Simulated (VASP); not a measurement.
Input of a VASP 6.6.1 run:

POSCAR

```
SnTe2
1.0
    7.0065167975      0.0000000000      0.0000000000
    0.0000000000      7.0065167975      0.0000000000
    0.0000000000      0.0000000000      4.4752094923
Sn Te
2 4
Direct
    0.0000000000      0.0000000000      0.0000000000
    0.5000000000      0.5000000000      0.5000000000
    0.3018958957      0.3018958957      0.0000000000
    0.1981041043      0.8018958957      0.5000000000
    0.8018958957      0.1981041043      0.5000000000
    0.6981041043      0.6981041043      0.0000000000
```

File INCAR.step1:

```
PREC = Accurate
ENCUT = 600
ISMEAR = -1
SIGMA = 0.02
LREAL = F
LASPH = T
NELM = 100
GGA = PE
ALGO = Normal
EDIFF = 1E-4
LWAVE = T
LCHARG = F
```

INCAR.step2

```
PREC = Accurate
ENCUT = 600
EDIFF = 1E-7
ISMEAR = -1
SIGMA = 0.02
LREAL = F
LASPH = T
NELM = 100
ALGO = Normal
ISIF = 3
LWAVE = F
LCHARG = F
METAGGA = R2SCAN
LMIXTAU = T
IBRION = 2
NSW = 80
EDIFFG = -0.005
ISTART = 1
```

The input KPOINTS:

```
Automatic mesh
0
Gamma
  4 4 6
```

Potentials or basis: VASP PAW PBE potentials, release 64 (Sn_d, Te).

Launch:

```sh
$ cat potpaw_PBE.64/Sn_d/POTCAR potpaw_PBE.64/Te/POTCAR > POTCAR
$ cp INCAR.step1 INCAR
$ mpirun -np 1 vasp_std > vasp.out
$ cp INCAR.step2 INCAR
$ mpirun -np 1 vasp_std > vasp.out
```

(1) Estimate the relaxed volume.

(2) Predict the band gap on the k mesh.

(3) Estimate the relaxed cell.

Answers

(1) 35.66 Å³/atom.

(2) zero (bands 26 and 27 overlap by 0.04 eV).

(3) a = 6.960 Å, b = 6.960 Å, c = 4.417 Å, α = 90.00°, β = 90.00°, γ = 90.00°.

Caveat: the structure was generated, so it needn't be the stable form of SnTe2; semilocal functionals underestimate gaps, and a narrow one can read as zero; the PAW data sets were made with another functional, which shifts forces and pressure a little; spin-orbit coupling is left out, which moves the levels of the heavy elements.
